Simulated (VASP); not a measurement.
BeS, 8 atoms in the cell. Symmetry: I4cm, No. 108, tetragonal system. The conventional cell has a = 6.749 Å, b = 6.749 Å, c = 5.678 Å, α = 90.00°, β = 90.00°, γ = 90.00°. Be (site symmetry m) has 4 S at 2.08 to 2.14 Å and 1 Be at 2.65 Å within 2.8 Å. Within 2.8 Å of S (site symmetry m) lie 4 Be at 2.08 to 2.14 Å. The cell was generated, and may not be a known phase.

| Item | Value |
| --- | --- |
| Program | VASP 6.6.1 |
| Task | single point |
| Functional | PBE |
| Potentials or basis | VASP PAW PBE potentials, release 64 (Be, S) |
| Cutoff | 520 eV |
| k mesh | 6 × 6 × 6 |
| Occupations | gaussian, width 0.02 eV |
| Spin | no spin polarisation |
| Dipole correction | no |
| Further INCAR settings | ALGO = Normal; EDIFF = 1e-06; NBANDS = 26 |

Potentials or basis: VASP PAW PBE potentials, release 64 (Be, S).

Run with:

```console
$ cat potpaw_PBE.64/Be/POTCAR potpaw_PBE.64/S/POTCAR > POTCAR
$ mpirun -np 1 vasp_std > vasp.out
```

Hardware: 1 thread of Intel(R) Xeon(R) Platinum 8488C (Sapphire Rapids) (shared host).

Problem. Estimate the wall time of this run.

Solution. Run time: 86 s on 1 thread of Intel(R) Xeon(R) Platinum 8488C (Sapphire Rapids), with other jobs on the host, peak memory 0.28 GiB. Counts: scf iterations 14, k points 30.
